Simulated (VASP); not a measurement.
Input of a VASP 6.6.1 run:

INCAR

```
PREC = Accurate
ENCUT = 520
EDIFF = 1E-7
ISMEAR = -1
SIGMA = 0.025
LREAL = F
LASPH = T
NELM = 150
ALGO = Fast
ISIF = 2
LWAVE = F
LCHARG = F
MAGMOM = 0 0 0 0 0 0
LORBIT = 11
LSORBIT = T
GGA_COMPAT = F
LORBMOM = T
GGA = B5
ALDAX = 1.0
AGGAX = 1.0
AGGAC = 1.0
ALDAC = 0.0
NBANDS = 30
```

The input KPOINTS:

```
Automatic mesh
0
Gamma
  5 5 5
```

The input POSCAR:

```
Cs
1.0
    6.2569301200      0.0000000000      0.0000000000
    0.0000000000      6.2569301200      0.0000000000
    0.0000000000      0.0000000000      6.2569301200
Cs
2
Direct
    0.0000000000      0.0000000000      0.0000000000
    0.5000000000      0.5000000000      0.5000000000
```

Potentials or basis: VASP PAW PBE potentials, release 64 (Cs_sv).

Launch:

```console
$ cat potpaw_PBE.64/Cs_sv/POTCAR > POTCAR
$ mpirun -np 1 vasp_ncl > vasp.out
```

Predict the net moment.

0.00 μB per cell.

Estimate the pressure.

0.0 GPa.

Moments on the atoms (μB; x, y, z):
```
Cs  0.00 0.00 0.00
Cs  0.00 0.00 0.00
```

Caveat: the PAW data sets were made with another functional, which shifts forces and pressure a little.
